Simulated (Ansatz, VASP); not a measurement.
# One calculation of KBr, two programs

```xyz
2
Lattice="0.0000 3.3022 3.3022 3.3022 0.0000 3.3022 3.3022 3.3022 0.0000" Properties=species:S:1:pos:R:3 pbc="T T T"
K     0.0000    0.0000    0.0000
Br    3.3022    3.3022    3.3022
```

Alike in both runs: task single point; functional PBE; k mesh 6 × 6 × 6; occupations fermi-dirac, width 0.02 eV; no spin polarisation.

|  | VASP | Ansatz |
| --- | --- | --- |
| version | VASP 6.6.1 | Ansatz 0.2.0 |
| potentials or method | VASP PAW PBE potentials, release 64 (K_sv, Br) | plane waves, PAW |
| plane-wave cutoff (eV) | 520 | 420 |
| valence electrons in the cell | 16 | 16 |

|  | VASP | Ansatz | Ansatz less VASP |
| --- | --- | --- | --- |
| gap on the k mesh at the Fermi level (eV) | 4.43 | 4.43 | +0.002 |
| pressure (GPa) | 0.7 | 0.7 | -0.04 |
